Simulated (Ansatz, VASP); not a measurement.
**One calculation of SnO, two programs**

```
CELL_PARAMETERS angstrom
3.28828 0.00000 0.00000
0.00000 5.67518 0.00000
0.00000 0.00000 3.71922
ATOMIC_POSITIONS crystal
Sn 0.00000 0.23586 0.53422
Sn 0.50000 0.76414 0.03422
O 0.00000 0.88226 0.71578
O 0.50000 0.11774 0.21578
```

Alike in both runs: functional LDA; k mesh 6 × 4 × 6; no spin polarisation.

Ansatz relaxed the structure, and its values are those at the end. VASP's run is a single point on that final structure, the one shown.

|  | VASP | Ansatz |
| --- | --- | --- |
| version | VASP 6.6.1 | Ansatz 0.2.0 |
| potentials or method | VASP PAW LDA potentials, release 64 (Sn_d, O) | plane waves, PAW |
| plane-wave cutoff (eV) | 520 | 420 |
| occupations | gaussian, width 0.01 eV | fixed |
| valence electrons in the cell | 40 | 40 |

Ansatz gave:

```
pressure (GPa)                     : 0.0
rms of the force components (eV/Å) : 0.001
```

**Question.** What did VASP give for the same quantities?

**Answer.** Pressure (GPa): 0.4; rms of the force components (eV/Å): 0.048.

LDA's correlation is that of Perdew and Zunger in VASP and of Perdew and Wang (1992) in Ansatz.
